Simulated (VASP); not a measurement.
**Al: single point with PBE exchange alone**

Al:

```xyz
1
Lattice="-1.5912 1.5912 1.5912 1.5912 -1.5912 1.5912 1.5912 1.5912 -1.5912" Properties=species:S:1:pos:R:3 pbc="T T T"
Al    0.0000    0.0000    0.0000
```

This isn't the form of Al at room conditions, which is fcc.

```yaml
Program: VASP 6.6.1
Task: single point
Functional: PBE exchange alone
Potentials_or_basis: VASP PAW PBE potentials, release 64 (Al)
Cutoff: 520 eV
k_mesh: 12 × 12 × 12
Occupations: methfessel-paxton, width 0.005 eV
Spin: no spin polarisation
Dipole_correction: no
Further_INCAR_settings: ALGO = Normal; EDIFF = 1e-06; NBANDS = 8
```

```json
{
 "Pressure": "14.0 GPa",
 "Band gap on the k mesh": "zero (an odd number of electrons rules out a gap without spin polarisation)"
}
```

Levels at points of the mesh, in eV from the Fermi level:
```csv
k point,band 1,band 2,band 3,band 4,band 5,band 6
"(0.00, 0.00, 0.00)",-11.26,13.37,13.37,13.37,14.93,14.93
"(0.50, 0.00, 0.00)",-4.34,-3.89,8.27,8.35,10.20,11.63
"(0.50, 0.50, 0.50)",1.89,1.89,1.89,3.09,3.09,5.73
```

Run time: 4.9 s on 1 thread of Intel(R) Xeon(R) Platinum 8488C (Sapphire Rapids) (shared host), peak memory 0.12 GiB.

Caveat: the cell stands under pressure.
